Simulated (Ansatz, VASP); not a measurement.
## AlN: VASP beside Ansatz

Contents of INCAR:

```
PREC = Accurate
ENCUT = 520
EDIFF = 1E-8
ISMEAR = -1
SIGMA = 0.02
LREAL = F
LASPH = T
NELM = 100
ALGO = Normal
ISIF = 2
LWAVE = F
LCHARG = F
GGA = CA
LEFG = T
NBANDS = 11
```

Contents of KPOINTS:

```
regular mesh
0
Gamma
  10 10 10
```

Contents of POSCAR:

```
AlN
1.0
    0.0000000000      1.9384400000      1.9780000000
    1.9384400000      0.0000000000      1.9780000000
    1.9384400000      1.9384400000      0.0000000000
Al N
1 1
Direct
    0.0000000000      0.0000000000      0.0000000000
    0.5000000000      0.5000000000      0.5000000000
```

Input for Ansatz:

```yaml
crystal:
  lattice:
    - [0.0, 1.93844, 1.978]
    - [1.93844, 0.0, 1.978]
    - [1.93844, 1.93844, 0.0]
  atoms:
    - { symbol: Al, position: [0.0, 0.0, 0.0] }
    - { symbol: "N", position: [0.5, 0.5, 0.5] }
kpoints:
  mp_grid: { grid: [10, 10, 10] }
scf:
  occupations: { method: fermi_dirac, width: 0.02 }
hamiltonian:
  xc: lda
  pseudopotentials: { kind: paw }
output:
  forces: true
  stress: true
  eigenvalues: true
  efg: { contact_densities: true }
```

Change from the starting cell: equal xx and yy strain of -2 %, PAW files.

Alike in both runs: task electric field gradients; functional LDA; k mesh 10 × 10 × 10; occupations fermi-dirac, width 0.02 eV; no spin polarisation.

|  | VASP | Ansatz |
| --- | --- | --- |
| version | VASP 6.6.1 | Ansatz 0.2.0 |
| potentials or method | VASP PAW LDA potentials, release 64 (Al, N) | PAW with Ansatz's default frozen-core files, scalar-relativistic |
| plane-wave cutoff (eV) | 520 | 420 |
| valence electrons in the cell | 8 | 8 |

```tsv
	VASP	Ansatz	Ansatz less VASP
gap on the k mesh at the Fermi level (eV)	4.83	4.83	+0.003
pressure (GPa)	27.8	26.9	-0.99
traceless stress, the component that is largest in VASP (GPa)	-6.48	-6.29	+0.184
size of Vzz on the site where it differs most (V/Å²)	8.8	8.1	-0.74
```

LDA's correlation is that of Perdew and Zunger in VASP and of Perdew and Wang (1992) in Ansatz.
